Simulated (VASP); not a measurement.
Here is a VASP 6.6.1 calculation.

Contents of INCAR:

```
SYSTEM = Sr
ALGO     = Normal         ! electronic algorithm
EDIFF    = 1E-6           ! SCF threshold, eV
EDIFFG   = -0.005         ! ionic threshold
ENCUT    = 600            ! plane-wave cutoff, eV
GGA      = PS             ! functional
IBRION   = 2              ! ionic algorithm
ISIF     = 3              ! what is computed and relaxed
ISMEAR   = -1             ! smearing method
LASPH    = .True.         ! aspherical terms in the spheres
LCHARG   = .False.        ! write CHGCAR
LREAL    = .False.        ! projectors in reciprocal space
LWAVE    = .False.        ! write WAVECAR
NELM     = 60             ! most SCF steps
NSW      = 60             ! ionic steps
PREC     = Accurate       ! precision mode
SIGMA    = 0.05           ! smearing width, eV
```

The input KPOINTS:

```
k-points
0
Gamma
  11 11 11
  0 0 0
```

File POSCAR:

```
Sr
1.0
    0.0000000000      2.9668574272      2.9668574272
    2.9668574272      0.0000000000      2.9668574272
    2.9668574272      2.9668574272      0.0000000000
Sr
1
Direct
    0.0000000000      0.0000000000      0.0000000000
```

Potentials or basis: VASP PAW PBE potentials, release 64 (Sr_sv).

The run is started by

```sh
$ cat potpaw_PBE.64/Sr_sv/POTCAR > POTCAR
$ mpirun -np 1 vasp_std > vasp.out
```

Question: Estimate the relaxed volume.

Answer: 51.99 Å³/atom.

Question: Predict the space group after relaxing (to 0.05 Å).

Answer: Fm-3m (No. 225).

Question: Predict the relaxed cell.

Answer: a = 4.189 Å, b = 4.189 Å, c = 4.189 Å, α = 60.00°, β = 60.00°, γ = 60.00°.

Final structure:
```xyz
1
Lattice="0.0000 2.9624 2.9624 2.9624 0.0000 2.9624 2.9624 2.9624 0.0000" Properties=species:S:1:pos:R:3 pbc="T T T"
Sr    0.0000    0.0000    0.0000
```

Caveat: the PAW data sets were made with another functional, which shifts forces and pressure a little.
